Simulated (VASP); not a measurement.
## MoS2: single point with PBE+D3(BJ)

Crystal: MoS2.

```
CELL_PARAMETERS angstrom
1.58972 0.91783 6.36653
-1.58972 0.91783 6.36653
0.00000 -1.83566 6.36653
ATOMIC_POSITIONS crystal
Mo 0.00000 0.00000 0.00000
S 0.74985 0.74985 0.74985
S 0.25015 0.25015 0.25015
```

```json
{"Program": "VASP 6.6.1", "Task": "single point", "Functional": "PBE", "Dispersion": "D3(BJ)", "Potentials or basis": "VASP PAW PBE potentials, release 64 (Mo_sv, S)", "Cutoff": "520 eV", "k mesh": "18 × 18 × 18", "Occupations": "gaussian, width 0.1 eV", "Spin": "no spin polarisation", "Dipole correction": "no", "Further INCAR settings": "ALGO = Normal; EDIFF = 1e-06; NBANDS = 20"}
```

```yaml
Pressure: -2.9 GPa
Largest_force: 0.009 eV/Å
Band_gap_on_the_k_mesh: zero (bands 13 and 14 overlap by 0.58 eV)
Dispersion_energy_per_atom: -0.408 eV
```

Forces in eV/Å, atoms in the order of the input:
```
Mo   0.000  0.000  0.000
S    0.000  0.000 -0.009
S    0.000  0.000  0.009
```

Levels at points of the mesh, in eV from the Fermi level:
| k point | band 11 | band 12 | band 13 | band 14 | band 15 | band 16 |
| --- | --- | --- | --- | --- | --- | --- |
| (0.00, 0.00, 0.00) | -1.35 | -0.89 | -0.89 | -0.15 | -0.15 | 3.15 |
| (0.50, 0.00, 0.00) | -2.80 | -2.01 | -1.49 | 1.13 | 1.91 | 3.21 |
| (0.50, 0.50, 0.00) | -2.86 | -2.24 | -1.65 | 1.13 | 1.72 | 3.53 |
| (0.50, 0.50, 0.50) | -0.88 | -0.88 | -0.35 | -0.23 | -0.23 | 3.24 |

Run time: 29 min on 1 thread of Intel(R) Xeon(R) Platinum 8488C (Sapphire Rapids), with other jobs on the host, peak memory 0.79 GiB.
